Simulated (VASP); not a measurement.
Here is a VASP 6.6.1 calculation.

Contents of INCAR:

```
SYSTEM = Ru
PREC = Accurate
ENCUT = 520
EDIFF = 1E-7
ISMEAR = -1
SIGMA = 0.05
LREAL = .False.
LASPH = .True.
NELM = 60
ALGO = Normal
ISIF = 2
LWAVE = .False.
LCHARG = .False.
GGA = VW
NBANDS = 21
```

File KPOINTS:

```
regular mesh
0
Gamma
  11 11 6
  0 0 0
```

File POSCAR:

```
Ru
1.0
    2.7237197275      0.0000000000      0.0000000000
   -1.3618598638      2.3588104769      0.0000000000
    0.0000000000      0.0000000000      4.3102577801
Ru
2
Direct
    0.6666666667      0.3333333333      0.7500000000
    0.3333333333      0.6666666667      0.2500000000
```

Potentials or basis: VASP PAW PBE potentials, release 64 (Ru_pv).

Command:

```console
$ cat potpaw_PBE.64/Ru_pv/POTCAR > POTCAR
$ mpirun -np 1 vasp_std > vasp.out
```

What does it give for the pressure?

-18.4 GPa.

Estimate the band gap on the k mesh.

zero (band 14 reaches 13.63 eV, above the bottom of band 15 at 10.65 eV).

Stress tensor (GPa, compression positive):
```
-17.97   0.00   0.00
  0.00 -17.97   0.00
  0.00   0.00 -19.20
```

Caveat: the PAW data sets were made with another functional, which shifts forces and pressure a little.
